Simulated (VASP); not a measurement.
# TiC (Fm-3m) in VASP: settings compared

Aim: see how the results for TiC move with the level of theory and the settings. Levels: PBEsol, PBE. Tasks: relaxation of cell and atoms, single point.

Everything below comes from runs of VASP 6.6.1. Logs are shortened: lines on timing, memory, paths and dates and some standing lists are left out, and cuts for length are marked.

### 1 The cell of the first run

It takes space group Fm-3m (No. 225, cubic). The conventional cell has a = 4.331 Å, b = 4.331 Å, c = 4.331 Å, α = 90.00°, β = 90.00°, γ = 90.00°. Ti (site symmetry m-3m) has 6 C at 2.17 Å within 2.9 Å. Within 2.9 Å of C (site symmetry m-3m) lie 6 Ti at 2.17 Å.

### 2 Relaxation of cell and atoms, PBEsol, target pressure 10 GPa, at which the enthalpy is minimised

Contents of INCAR:

```
SYSTEM = TiC
PREC = Accurate
ENCUT = 600
EDIFF = 1E-6
ISMEAR = -1
SIGMA = 0.05
LREAL = .False.
LASPH = .True.
NELM = 100
ALGO = Normal
ISIF = 3
LWAVE = .False.
LCHARG = .False.
GGA = PS
IBRION = 2
NSW = 80
EDIFFG = -0.01
PSTRESS = 100.0
```

Contents of KPOINTS:

```
regular mesh
0
Gamma
  11 11 11
  0 0 0
```

Contents of POSCAR:

```
TiC
1.0
    0.0000000000      2.1657188437      2.1657188437
    2.1657188437      0.0000000000      2.1657188437
    2.1657188437      2.1657188437      0.0000000000
Ti C
1 1
Direct
    0.0000000000      0.0000000000      0.0000000000
    0.5000000000      0.5000000000      0.5000000000
```

Potentials or basis: VASP PAW PBE potentials, release 64 (Ti_sv, C).

Started as:

```sh
> cat potpaw_PBE.64/Ti_sv/POTCAR potpaw_PBE.64/C/POTCAR > POTCAR
> mpirun -np 1 vasp_std > vasp.out
```

OUTCAR:

```text
SYSTEM = TiC
   PREC = Accurate
   ENCUT = 600
   EDIFF = 1E-6
   ISMEAR = -1
   LREAL = .False.
   LASPH = .True.
   NELM = 100
   ISIF = 3
   GGA = PS
   IBRION = 2
   NSW = 80
   EDIFFG = -0.01
   PSTRESS = 100.0

 ion  position               nearest neighbor table
   1  0.000  0.000  0.000-   2 2.17   2 2.17   2 2.17   2 2.17   2 2.17   2 2.17
   2  0.500  0.500  0.500-   1 2.17   1 2.17   1 2.17   1 2.17   1 2.17   1 2.17

  LATTYP: Found a face centered cubic cell.
 ALAT       =     4.3314376874

  Lattice vectors:

 A1 = (   0.0000000000,   2.1657188437,   2.1657188437)
 A2 = (   2.1657188437,   0.0000000000,   2.1657188437)
 A3 = (   2.1657188437,   2.1657188437,   0.0000000000)

Analysis of symmetry for initial positions (statically):
=====================================================================
 Subroutine PRICEL returns:
 Original cell was already a primitive cell.

 Routine SETGRP: Setting up the symmetry group for a
 face centered cubic supercell.

 Subroutine GETGRP returns: Found 48 space group operations
[... 9 lines left out ...]

 Routine SETGRP: Setting up the symmetry group for a
 face centered cubic supercell.

 Subroutine GETGRP returns: Found 48 space group operations
[... 11 lines left out ...]
                                     Primitive cell

  volume of cell :      20.3159

  direct lattice vectors                    reciprocal lattice vectors
     0.000000000  2.165718844  2.165718844    -0.230870227  0.230870227  0.230870227
     2.165718844  0.000000000  2.165718844     0.230870227 -0.230870227  0.230870227
     2.165718844  2.165718844  0.000000000     0.230870227  0.230870227 -0.230870227

  length of vectors
     3.062788961  3.062788961  3.062788961     0.399878962  0.399878962  0.399878962

  position of ions in fractional coordinates (direct lattice)
[... 8 lines left out ...]
----------------------------------------------------------------------------------------

 KPOINTS: regular mesh

Automatic generation of k-mesh.
 Grid dimensions read from file:
 generate k-points for:   11   11   11

 Generating k-lattice:

  Cartesian coordinates                     Fractional coordinates (reciprocal lattice)
    -0.020988202  0.020988202  0.020988202     0.090909091  0.000000000  0.000000000
     0.020988202 -0.020988202  0.020988202     0.000000000  0.090909091  0.000000000
     0.020988202  0.020988202 -0.020988202     0.000000000  0.000000000  0.090909091

  Length of vectors
     0.036352633  0.036352633  0.036352633

  Shift w.r.t. Gamma in fractional coordinates (k-lattice)
     0.000000000  0.000000000  0.000000000

 Subroutine IBZKPT returns following result:
 ===========================================
[... 36 lines left out ...]
   NGX,Y,Z   is equivalent  to a cutoff of  13.03, 13.03, 13.03 a.u.
   NGXF,Y,Z  is equivalent  to a cutoff of  26.05, 26.05, 26.05 a.u.
 SYSTEM =  TiC
   PREC   = accura    normal or accurate (medium, high low for compatibility)
   ISTART =      0    job   : 0-new  1-cont  2-samecut
   ICHARG =      2    charge: 1-file 2-atom 10-const
   ISPIN  =      1    spin polarized calculation?
   LNONCOLLINEAR =      F non collinear calculations
   LSORBIT =      F    spin-orbit coupling
   LASPH  =      T    aspherical Exc in radial PAW
   ENCUT  =  600.0 eV  44.10 Ry    6.64 a.u.   6.12  6.12  6.12*2*pi/ulx,y,z
   NELM   =    100;   NELMIN=  2; NELMDL= -5     # of ELM steps
   EDIFF  = 0.1E-05   stopping-criterion for ELM
   LREAL  =      F    real-space projection
   EDIFFG = -.1E-01   stopping-criterion for IOM
   NSW    =     80    number of steps for IOM
   IBRION =      2    ionic relax: 0-MD 1-quasi-New 2-CG
   NFREE  =      1    steps in history (QN), initial steepest desc. (CG)
   ISIF   =      3    stress and relaxation
   ISYM   =      2    0-nonsym 1-usesym 2-fastsym
   POTIM  = 0.5000    time-step for ionic-motion
   TEBEG  =    0.0;   TEEND  =   0.0 temperature during run
   PSTRESS=  100.0 pullay stress
   NELECT =      16.0000    total number of electrons
   NUPDOWN=      -1.0000    fix difference up-down
   EMIN   =  10.00;   EMAX   =-10.00  energy-range for DOS
   EFERMI =   0.00;   METHOD = LEGACY
   ISMEAR =    -1;   SIGMA  =   0.05  broadening in eV -4-tet -1-fermi 0-gaus
   EFERMI_NEDOS =   21; number of points for ismear=-14 and -15
   IALGO  =     38    algorithm
   IMIX   =      4    mixing-type and parameters
     AMIX     =   0.40;   BMIX     =  1.00
     AMIX_MAG =   1.60;   BMIX_MAG =  1.00
  volume/ion in A,a.u.               =      10.16        68.55
  Fermi-wavevector in a.u.,A,eV,Ry     =   1.511829  2.856943 31.097854  2.285628
  Thomas-Fermi vector in A             =   2.621834
   LORBIT       =      0    0 simple, 1 ext, 2 COOP (PROOUT), +10 PAW based schemes
   GGA     = PS    functional components
   LHFCALC =     F    Hartree Fock is set to
   AEXX    =    0.0000 exact exchange contribution
   IVDW    =     0    specifies the selected vdW correction
   LEPSILON=     F    determine dielectric tensor
   LRPA    =     F    only Hartree local field effects (RPA)
 conjugate gradient relaxation of ions
 non-spin polarized calculation
  energy-cutoff  :      600.00
  volume of cell :       20.32
 maximum number of plane-waves:       690
   NGX = 13   NGY = 13   NGZ = 13

--------------------------------------- Ionic step        1  -------------------------------------------

 number of electron      16.0000000 magnetization

 Free energy of the ion-electron system (eV)
  ---------------------------------------------------
  ext. energy  EPLUGINS =         0.00000000
  ---------------------------------------------------
  free energy    TOTEN  =       -19.79341432 eV

  energy without entropy =      -19.79099837  energy(sigma->0) =      -19.79220634

 E-fermi :   9.3569     XC(G=0): -12.8602

 val. band max:        9.2403792974   @ k =   0.4545   0.4545   0.0000
 cond. band min:       9.4436138226   @ k =   0.3636   0.2727   0.0000
 fundamental gap:      0.2032345253
 Fermi energy:         9.3569398242

 k-point     1 :       0.0000    0.0000    0.0000
  band No.  band energies     occupation
      1     -47.0312      2.00000
      2     -23.1582      2.00000
      3     -23.1582      2.00000
      4     -23.1582      2.00000
      5      -3.0656      2.00000
      6       9.9634      0.00001
      7       9.9634      0.00001
      8       9.9634      0.00001
      9      11.0055      0.00000
     10      11.0055      0.00000
     11      11.0055      0.00000
     12      11.0253      0.00000
[... 458 lines left out ...]
--------------------------------------- Ionic step        4  -------------------------------------------

 number of electron      16.0000002 magnetization

 Free energy of the ion-electron system (eV)
  ---------------------------------------------------
  ext. energy  EPLUGINS =         0.00000000
  ---------------------------------------------------
  free energy    TOTEN  =       -19.78384114 eV

  energy without entropy =      -19.78124515  energy(sigma->0) =      -19.78254315

 E-fermi :  10.0967     XC(G=0): -13.1781

 val. band max:       10.0208171186   @ k =   0.4545   0.4545   0.0000
 cond. band min:      10.1751587887   @ k =   0.3636   0.2727   0.0000
 fundamental gap:      0.1543416702
 Fermi energy:        10.0966710973

 k-point     1 :       0.0000    0.0000    0.0000
  band No.  band energies     occupation
      1     -46.1267      2.00000
      2     -22.2173      2.00000
      3     -22.2173      2.00000
      4     -22.2173      2.00000
      5      -2.6170      2.00000
      6      10.7103      0.00001
      7      10.7103      0.00001
      8      10.7103      0.00001
      9      11.8143      0.00000
     10      11.8143      0.00000
     11      11.8143      0.00000
     12      11.8848      0.00000
[... 378 lines left out ...]
  energy  without entropy=      -19.7812451510  energy(sigma->0) =      -19.78254315

  enthalpy is  TOTEN    =       -18.5905699409 eV   P V=        1.1932711985

 reached required accuracy - stopping structural energy minimisation
```

CONTCAR:

```text
TiC
   1.00000000000000
     0.0000000000000000    2.1222990599351892    2.1222990599351892
     2.1222990599351892    0.0000000000000000    2.1222990599351892
     2.1222990599351892    2.1222990599351892    0.0000000000000000
  Ti              C
     1     1
Direct
     0.0000000000000000    0.0000000000000000    1.0000000000000000
     0.5000000000000000    0.5000000000000000    0.5000000000000000

  0.00000000E+00  0.00000000E+00  0.00000000E+00
  0.00000000E+00  0.00000000E+00  0.00000000E+00
```

Wall time 26 s (1 thread of Intel Xeon Platinum 8559C (Emerald Rapids), shared host); peak memory 0.15 GiB.

Results:

| Item | Value |
| --- | --- |
| Free energy | -19.7838 eV |
| Relaxed volume | 9.56 Å³/atom |
| Relaxed cell | a = 3.001 Å, b = 3.001 Å, c = 3.001 Å, α = 60.00°, β = 60.00°, γ = 60.00° |
| Space group after relaxing (to 0.05 Å) | Fm-3m (No. 225) |
| Energy change on relaxing (the enthalpy is what falls) | +4.8 meV/atom |
| Ionic steps | 4 |
| Pressure after relaxing | 9.9 GPa |
| Band gap on the k mesh | zero (band 8 reaches 10.71 eV, above the bottom of band 9 at 9.61 eV) |

The path:
```csv
step,energy change (eV),largest force (eV/Å),pressure (GPa),volume (Å³)
1,0.0000,0.0000,-6.52,20.32
2,0.2896,0.0000,44.46,17.39
3,0.0079,0.0000,9.53,19.15
4,0.0096,0.0000,9.94,19.12
```

Final structure:
```
Ti C
1.0
     0.00000    2.12230    2.12230
     2.12230    0.00000    2.12230
     2.12230    2.12230    0.00000
Ti C
1 1
Direct
  0.00000 0.00000 0.00000
  0.50000 0.50000 0.50000
```

Caveat: the cell is relaxed towards a set pressure, so the enthalpy falls and the energy may rise; the PAW data sets were made with another functional, which shifts forces and pressure a little.

### 3 Relaxation of cell and atoms, PBEsol, target pressure 20 GPa, at which the enthalpy is minimised

Contents of INCAR:

```
SYSTEM = TiC
  ALGO = Normal
  EDIFF = 1E-6
  EDIFFG = -0.01
  ENCUT = 600
  GGA = PS
  IBRION = 2
  ISIF = 3
  ISMEAR = -1
  LASPH = .TRUE.
  LCHARG = .FALSE.
  LREAL = .FALSE.
  LWAVE = .FALSE.
  NELM = 100
  NSW = 80
  PREC = Accurate
  PSTRESS = 200.0
  SIGMA = 0.05
```

Contents of KPOINTS:

```
k-points
0
G
  11 11 11
  0 0 0
```

POSCAR is that of step 2.

Potentials or basis: VASP PAW PBE potentials, release 64 (Ti_sv, C).

Started as:

```sh
> cat potpaw_PBE.64/Ti_sv/POTCAR potpaw_PBE.64/C/POTCAR > POTCAR
> mpirun -np 1 vasp_std > vasp.out
```

It took 36 s on 1 thread of Intel Xeon Platinum 8559C (Emerald Rapids), shared host; peak memory 0.16 GiB.

It converged, with:

- Free energy: -19.7295 eV
- Relaxed volume: 9.27 Å³/atom
- Relaxed cell: a = 2.970 Å, b = 2.970 Å, c = 2.970 Å, α = 60.00°, β = 60.00°, γ = 60.00°
- Space group after relaxing (to 0.05 Å): Fm-3m (No. 225)
- Energy change on relaxing (the enthalpy is what falls): +32.0 meV/atom
- Ionic steps: 7
- Pressure after relaxing: 20.0 GPa
- Band gap on the k mesh: zero (band 8 reaches 11.10 eV, above the bottom of band 9 at 9.99 eV)

Step by step:
| step | energy change (eV) | largest force (eV/Å) | pressure (GPa) | volume (Å³) |
| --- | --- | --- | --- | --- |
| 1 | 0.0000 | 0.0000 | -6.52 | 20.32 |
| 2 | 0.9779 | 0.0000 | 94.70 | 15.76 |
| 3 | 0.0537 | 0.0000 | 18.44 | 18.62 |
| 4 | 0.0623 | 0.0000 | 19.73 | 18.54 |
| 5 | 0.0666 | 0.0000 | 20.43 | 18.51 |
| 6 | 0.0594 | 0.0000 | 19.25 | 18.57 |
| 7 | 0.0639 | 0.0000 | 20.03 | 18.53 |

Final structure:
```cif
data_structure
_symmetry_space_group_name_H-M 'P 1'
_symmetry_Int_Tables_number 1
_cell_length_a 2.9704
_cell_length_b 2.9704
_cell_length_c 2.9704
_cell_angle_alpha 60.000
_cell_angle_beta 60.000
_cell_angle_gamma 60.000
_cell_volume 18.53
loop_
_atom_site_label
_atom_site_type_symbol
_atom_site_fract_x
_atom_site_fract_y
_atom_site_fract_z
_atom_site_occupancy
Ti1 Ti 0.00000 0.00000 0.00000 1
C1 C 0.50000 0.50000 0.50000 1
```

Levels at points of the mesh, in eV from the Fermi level:
```
           k point  band 5  band 6  band 7  band 8  band 9  band 10  band 11  band 12
(0.00, 0.00, 0.00)  -12.86    0.61    0.61    0.61    1.75     1.75     1.75     1.85
```

Caveat: the cell is relaxed towards a set pressure, so the enthalpy falls and the energy may rise; the PAW data sets were made with another functional, which shifts forces and pressure a little.

### 4 Relaxation of cell and atoms, PBEsol, target pressure 30 GPa, at which the enthalpy is minimised

Contents of INCAR:

```
ALGO = Normal
EDIFF = 1E-6
EDIFFG = -0.01
ENCUT = 600
GGA = PS
IBRION = 2
ISIF = 3
ISMEAR = -1
LASPH = True
LCHARG = False
LREAL = False
LWAVE = False
NELM = 100
NSW = 80
PREC = Accurate
PSTRESS = 300.0
SIGMA = 0.05
```

Contents of KPOINTS:

```
k-points
0
Gamma
  11 11 11
```

POSCAR is that of step 3.

Started as:

```sh
> cat potpaw_PBE.64/Ti_sv/POTCAR potpaw_PBE.64/C/POTCAR > POTCAR
> mpirun -np 1 vasp_std > vasp.out
```

Wall time 40 s (1 thread of Intel Xeon Platinum 8559C (Emerald Rapids), shared host); peak memory 0.16 GiB.

The run converged. Its results:

```
Free energy                                            : -19.6509 eV
Relaxed volume                                         : 9.01 Å³/atom
Relaxed cell                                           : a = 2.943 Å, b = 2.943 Å, c = 2.943 Å, α = 60.00°, β = 60.00°, γ = 60.00°
Space group after relaxing (to 0.05 Å)                 : Fm-3m (No. 225)
Energy change on relaxing (the enthalpy is what falls) : +71.2 meV/atom
Ionic steps                                            : 7
Pressure after relaxing                                : 29.9 GPa
Band gap on the k mesh                                 : zero (band 8 reaches 11.46 eV, above the bottom of band 9 at 10.34 eV)
```

Step by step:
```
step  energy change (eV)  largest force (eV/Å)  pressure (GPa)  volume (Å³)
   1              0.0000                0.0000           -6.52        20.32
   2              2.1937                0.0000          166.19        14.24
   3              0.1122                0.0000           26.45        18.20
   4              0.1362                0.0000           29.23        18.06
   5              0.1442                0.0000           30.22        18.02
   6              0.1389                0.0000           29.53        18.04
   7              0.1425                0.0000           29.91        18.03
```

Final structure:
```cif
data_structure
_symmetry_space_group_name_H-M 'P 1'
_symmetry_Int_Tables_number 1
_cell_length_a 2.9431
_cell_length_b 2.9431
_cell_length_c 2.9431
_cell_angle_alpha 60.000
_cell_angle_beta 60.000
_cell_angle_gamma 60.000
_cell_volume 18.03
loop_
_atom_site_label
_atom_site_type_symbol
_atom_site_fract_x
_atom_site_fract_y
_atom_site_fract_z
_atom_site_occupancy
Ti1 Ti 0.00000 0.00000 0.00000 1
C1 C 0.50000 0.50000 0.50000 1
```

Levels at points of the mesh, in eV from the Fermi level:
| k point | band 5 | band 6 | band 7 | band 8 | band 9 | band 10 | band 11 | band 12 |
| --- | --- | --- | --- | --- | --- | --- | --- | --- |
| (0.00, 0.00, 0.00) | -12.99 | 0.61 | 0.61 | 0.61 | 1.78 | 1.78 | 1.78 | 1.90 |

Caveat: the cell is relaxed towards a set pressure, so the enthalpy falls and the energy may rise; the PAW data sets were made with another functional, which shifts forces and pressure a little.

### 5 Single point, PBE

Contents of INCAR:

```
PREC = Accurate ; ENCUT = 520
EDIFF = 1E-7 ; ISMEAR = -1
SIGMA = 0.06 ; LREAL = F
LASPH = T ; NELM = 60
ALGO = Normal ; ISIF = 2
LWAVE = F ; LCHARG = T
GGA = PE ; LELF = T
LVHAR = T ; NBANDS = 15
```

Contents of KPOINTS:

```
regular mesh
0
Gamma
  4 4 4
```

POSCAR is that of step 4.

Potentials or basis: VASP PAW PBE potentials, release 64 (Ti_sv, C).

Started as:

```sh
> cat potpaw_PBE.64/Ti_sv/POTCAR potpaw_PBE.64/C/POTCAR > POTCAR
> mpirun -np 1 vasp_std > vasp.out
```

OUTCAR:

```text
PREC = Accurate
   ENCUT = 520
   EDIFF = 1E-7
   ISMEAR = -1
   LREAL = F
   LASPH = T
   NELM = 60
   ISIF = 2
   GGA = PE

 ion  position               nearest neighbor table
   1  0.000  0.000  0.000-   2 2.17   2 2.17   2 2.17   2 2.17   2 2.17   2 2.17
   2  0.500  0.500  0.500-   1 2.17   1 2.17   1 2.17   1 2.17   1 2.17   1 2.17

  LATTYP: Found a face centered cubic cell.
 ALAT       =     4.3314376874

  Lattice vectors:

 A1 = (   0.0000000000,   2.1657188437,   2.1657188437)
[... 310 lines left out ...]

------------------------ aborting loop because EDIFF is reached ----------------------------------------

  FORCE on cell =-STRESS in cart. coord.  units (eV):
  Direction    XX          YY          ZZ          XY          YZ          ZX
  --------------------------------------------------------------------------------------
  -------------------------------------------------------------------------------------
  Total       -0.0407780     -0.0407780     -0.0407780     -0.0000000      0.0000000      0.0000000
  in kB       -3.2158865     -3.2158865     -3.2158865     -0.0000000      0.0000000      0.0000000
  external PRESSURE =      -3.2158865 kB  Pullay stress =       0.0000000 kB

 VOLUME and BASIS-vectors are now :
 -----------------------------------------------------------------------------
  energy-cutoff  :      520.00
  volume of cell :       20.32
      direct lattice vectors                 reciprocal lattice vectors
     0.000000000  2.165718844  2.165718844    -0.230870227  0.230870227  0.230870227
     2.165718844  0.000000000  2.165718844     0.230870227 -0.230870227  0.230870227
     2.165718844  2.165718844  0.000000000     0.230870227  0.230870227 -0.230870227

 POSITION                                       TOTAL-FORCE (eV/Angst)
 -----------------------------------------------------------------------------------
      0.00000      0.00000      0.00000         0.000000      0.000000      0.000000
      2.16572      2.16572      2.16572        -0.000000     -0.000000     -0.000000
 -----------------------------------------------------------------------------------
    total drift:                                0.000000     -0.000000     -0.000000

  FREE ENERGIE OF THE ION-ELECTRON SYSTEM (eV)
  ---------------------------------------------------
  free  energy   TOTEN  =       -18.6569120413 eV

  energy  without entropy=      -18.6498831705  energy(sigma->0) =      -18.65339761
```

Run time: 4.1 s. Hardware: 1 thread of Intel Xeon 6975P-C, shared host; peak memory 0.13 GiB.

What came out:

* Free energy: -18.6569 eV
* Pressure: -0.3 GPa
* Band gap on the k mesh: zero (band 8 reaches 10.14 eV, above the bottom of band 9 at 8.99 eV)

Levels at points of the mesh, in eV from the Fermi level:
```
           k point  band 6  band 7  band 8  band 9  band 10  band 11
(0.00, 0.00, 0.00)    0.96    0.96    0.96    1.85     1.85     1.85
(0.50, 0.00, 0.00)   -5.62   -2.67   -2.67    3.19     3.19     4.36
(0.50, 0.50, 0.00)   -3.23   -1.36    0.15    0.15     2.99     3.80
```

Caveat: the k points lie up to 0.63 Å⁻¹ apart.

### 6 Overview

| task | level | cell | k mesh | cutoff (eV) | smearing | gap on the mesh (eV) | pressure (GPa) |
| --- | --- | --- | --- | --- | --- | --- | --- |
| relaxation of cell and atoms | PBEsol | relaxed to 10 GPa | 11 × 11 × 11 | 600 | fermi-dirac 0.05 eV | none | 9.9 |
| relaxation of cell and atoms | PBEsol | relaxed to 20 GPa | 11 × 11 × 11 | 600 | fermi-dirac 0.05 eV | none | 20.0 |
| relaxation of cell and atoms | PBEsol | relaxed to 30 GPa | 11 × 11 × 11 | 600 | fermi-dirac 0.05 eV | none | 29.9 |
| single point | PBE | as given | 4 × 4 × 4 | 520 | fermi-dirac 0.06 eV | none | -0.3 |

Alike in all rows: potentials or basis VASP PAW PBE potentials, release 64 (Ti_sv, C); no spin polarisation.

Caveats: some runs use coarse meshes; the cell is relaxed towards a set pressure, so the enthalpy falls and the energy may rise (some runs); the PAW data sets were made with another functional, which shifts forces and pressure a little (some runs).

Absolute energies hang on the potentials; compare differences alone.
